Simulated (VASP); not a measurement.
## GaN: single point with PBEsol

GaN:

```
Ga N
1.0
     0.00000    2.25350    2.25350
     2.25350    0.00000    2.25350
     2.25350    2.25350    0.00000
Ga N
1 1
Cartesian
  0.0000 0.0000 0.0000
  1.1268 1.1268 1.1268
```

* Program: VASP 6.6.1
* Task: single point
* Functional: PBEsol
* Potentials or basis: VASP PAW PBE potentials, release 64 (Ga_d, N)
* Cutoff: 520 eV
* k mesh: 10 × 10 × 10
* Occupations: fermi-dirac, width 0.05 eV
* Spin: no spin polarisation
* Dipole correction: no
* Further INCAR settings: ALGO = Normal; EDIFF = 1e-06; NBANDS = 16

```
Pressure               : -1.3 GPa
Band gap on the k mesh : 1.68 eV, direct
```

Levels at points of the mesh, in eV from the valence-band top:
```
           k point  band 6  band 7  band 8  band 9  band 10  band 11  band 12  band 13
(0.00, 0.00, 0.00)  -13.08    0.00    0.00    0.00     1.68    10.20    10.20    10.20
(0.50, 0.00, 0.00)  -11.83   -7.11   -0.98   -0.98     4.56     8.63    10.26    10.26
(0.50, 0.50, 0.00)  -11.40   -6.18   -2.73   -2.73     3.22     6.56    11.57    13.88
```

Wall time 18 s on 1 thread of AMD EPYC 7R43 64-Core Processor (Zen 3), on a shared host, peak memory 0.11 GiB.

Caveat: the PAW data sets were made with another functional, which shifts forces and pressure a little. A hybrid or GW would open this gap; PBEsol tends to underestimate it.
